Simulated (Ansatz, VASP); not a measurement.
# Two plane-wave programs on ZnCu

INCAR

```
SYSTEM = ZnCu
ALGO     = Normal         ! electronic algorithm
EDIFF    = 1E-8           ! SCF threshold, eV
ENCUT    = 520            ! plane-wave cutoff, eV
GGA      = PE             ! functional
ISIF     = 2              ! what is computed and relaxed
ISMEAR   = -1             ! smearing method
LASPH    = .True.         ! aspherical terms in the spheres
LCHARG   = .False.        ! write CHGCAR
LEFG     = .True.       
LREAL    = .False.        ! projectors in reciprocal space
LWAVE    = .False.        ! write WAVECAR
NBANDS   = 18             ! bands
NELM     = 80             ! most SCF steps
PREC     = Accurate       ! precision mode
SIGMA    = 0.08           ! smearing width, eV
```

The input KPOINTS:

```
k-points
0
Gamma
  14 14 14
  0 0 0
```

Contents of POSCAR:

```
ZnCu
1.0
    2.9450000000      0.0000000000      0.0000000000
    0.0000000000      2.9450000000      0.0000000000
    0.0000000000      0.0000000000      2.9450000000
Zn Cu
1 1
Direct
    0.5288125637      0.5288125637      0.5000000000
    0.0000000000      0.0000000000      0.0000000000
```

Input for Ansatz:

```yaml
crystal:
  lattice:
    - [2.945, 0.0, 0.0]
    - [0.0, 2.945, 0.0]
    - [0.0, 0.0, 2.945]
  atoms:
    - { symbol: Zn, position: [0.5288125637, 0.5288125637, 0.5] }
    - { symbol: Cu, position: [0.0, 0.0, 0.0] }
kpoints:
  mp_grid: { grid: [14, 14, 14] }
scf:
  occupations: { method: fermi_dirac, width: 0.08 }
hamiltonian:
  xc: pbe
  pseudopotentials: { kind: paw }
output:
  forces: true
  stress: true
  eigenvalues: true
  efg: { contact_densities: true }
```

Alike in both runs: task electric field gradients; functional PBE; k mesh 14 × 14 × 14; occupations fermi-dirac, width 0.08 eV; no spin polarisation.

|  | VASP | Ansatz |
| --- | --- | --- |
| version | VASP 6.6.1 | Ansatz 0.2.0 |
| potentials or method | VASP PAW PBE potentials, release 64 (Zn, Cu) | PAW with Ansatz's default frozen-core files, scalar-relativistic |
| plane-wave cutoff (eV) | 520 | 420 |
| valence electrons in the cell | 23 | 31 |

```tsv
	VASP	Ansatz	Ansatz less VASP
pressure (GPa)	3.6	3.1	-0.56
traceless stress, the component that is largest in VASP (GPa)	0.82	0.81	-0.014
rms of the force components (eV/Å)	0.349	0.344	-0.0048
size of Vzz on the site where it differs most (V/Å²)	0.6	0.2	-0.39
```

Atom by atom the forces differ by 0.005 eV/Å (rms over components). VASP's potentials hold 23 valence electrons a cell and Ansatz's 31, so a difference there can come from the potentials and not from the codes.
